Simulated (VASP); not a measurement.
Set up this calculation in VASP 6.6.1, as the native input.

* Task: single point
* Functional: r2SCAN
* Potentials or basis: VASP PAW PBE potentials, release 64 (Si, Ni)
* Cutoff: 520 eV
* k mesh: 12 × 12 × 8
* Occupations: gaussian, width 0.1 eV
* Spin: no spin polarisation
* Dipole correction: no
* Further INCAR settings: ALGO = Normal; EDIFF = 1e-06; NBANDS = 33

SiNi2:

```
Si Ni
1.0
     3.85398    0.00000    0.00000
    -1.92699    3.33765    0.00000
     0.00000    0.00000    5.02535
Si Ni
2 4
Cartesian
  0.0000 2.2251 3.7690
  1.9270 1.1125 1.2563
  0.0000 0.0000 0.0000
  0.0000 0.0000 2.5127
  0.0000 2.2251 1.2563
  1.9270 1.1125 3.7690
```

This cell differs from its parent crystal: uniaxial strain along c: +2.0 %, then relaxed in part.

One way to write it, as run:

POSCAR

```
SiNi2
1.0
    3.8539827115      0.0000000000      0.0000000000
   -1.9269913558      3.3376469339      0.0000000000
    0.0000000000      0.0000000000      5.0253473582
Si Ni
2 4
Direct
    0.3333333334      0.6666666666      0.7500000000
    0.6666666666      0.3333333334      0.2500000000
    0.0000000000      0.0000000000      0.0000000000
    0.0000000000      0.0000000000      0.5000000000
    0.3333333337      0.6666666663      0.2500000000
    0.6666666663      0.3333333337      0.7500000000
```

INCAR.step1

```
PREC = Accurate
ENCUT = 520
ISMEAR = 0
SIGMA = 0.1
LREAL = F
LASPH = T
NELM = 60
NBANDS = 33
GGA = PE
ALGO = Normal
EDIFF = 1E-4
LWAVE = T
LCHARG = F
```

INCAR.step2

```
PREC = Accurate
ENCUT = 520
EDIFF = 1E-6
ISMEAR = 0
SIGMA = 0.1
LREAL = F
LASPH = T
NELM = 60
ALGO = Normal
ISIF = 2
LWAVE = F
LCHARG = F
METAGGA = R2SCAN
LMIXTAU = T
NBANDS = 33
ISTART = 1
```

KPOINTS

```
Automatic mesh
0
Gamma
  12 12 8
```

Potentials or basis: VASP PAW PBE potentials, release 64 (Si, Ni).

The run is started by

```bash
$ cat potpaw_PBE.64/Si/POTCAR potpaw_PBE.64/Ni/POTCAR > POTCAR
$ cp INCAR.step1 INCAR
$ mpirun -np 1 vasp_std > vasp.out
$ cp INCAR.step2 INCAR
$ mpirun -np 1 vasp_std > vasp.out
```

Results of the run:

```
Pressure               : -1.9 GPa
Band gap on the k mesh : zero (bands 24 and 25 overlap by 3.79 eV)
```

Caveat: the cell differs from its parent crystal (uniaxial strain along c: +2.0 %, then relaxed in part); the stress differs along the axes, from -6 to -0 GPa; the PAW data sets were made with another functional, which shifts forces and pressure a little.

It took 30 min on 1 thread of AMD EPYC 7571, on a shared host, peak memory 0.27 GiB.
